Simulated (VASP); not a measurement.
Crystal: PbF2.

```
CELL_PARAMETERS angstrom
0.00000 3.00033 3.00033
3.00033 0.00000 3.00033
3.00033 3.00033 0.00000
ATOMIC_POSITIONS crystal
Pb 0.00000 0.00000 0.00000
F 0.25000 0.25000 0.25000
F 0.75000 0.75000 0.75000
```

```yaml
Program: VASP 6.6.1
Task: relaxation of cell and atoms
Functional: r2SCAN
Potentials_or_basis: VASP PAW PBE potentials, release 64 (Pb_d, F)
Cutoff: 600 eV
k_mesh: 6 × 6 × 6
Occupations: fermi-dirac, width 0.02 eV
Spin: no spin polarisation
```

At the start: pressure -3.0 GPa; volume 18.01 Å³/atom.

**Question.** How do energy, volume and symmetry change on relaxing?

**Answer.** Over 3 steps the energy falls by 7.1 meV/atom and the volume is 17.27 Å³/atom (-4.1 %); space group Fm-3m (No. 225, to 0.1 Å) before and after.

Step by step:
```
step  energy change (eV)  largest force (eV/Å)  pressure (GPa)  volume (Å³)
   1              0.0000                0.0000           -2.96        54.02
   2             -0.0208                0.0000            0.52        51.46
   3             -0.0213                0.0000            0.00        51.80
```

Final structure:
```
Pb F
1.0
     0.00000    2.95862    2.95862
     2.95862    0.00000    2.95862
     2.95862    2.95862    0.00000
Pb F
1 2
Direct
  0.00000 0.00000 0.00000
  0.25000 0.25000 0.25000
  0.75000 0.75000 0.75000
```

Caveat: the structure was generated, so it needn't be the stable form of PbF2; the PAW data sets were made with another functional, which shifts forces and pressure a little.
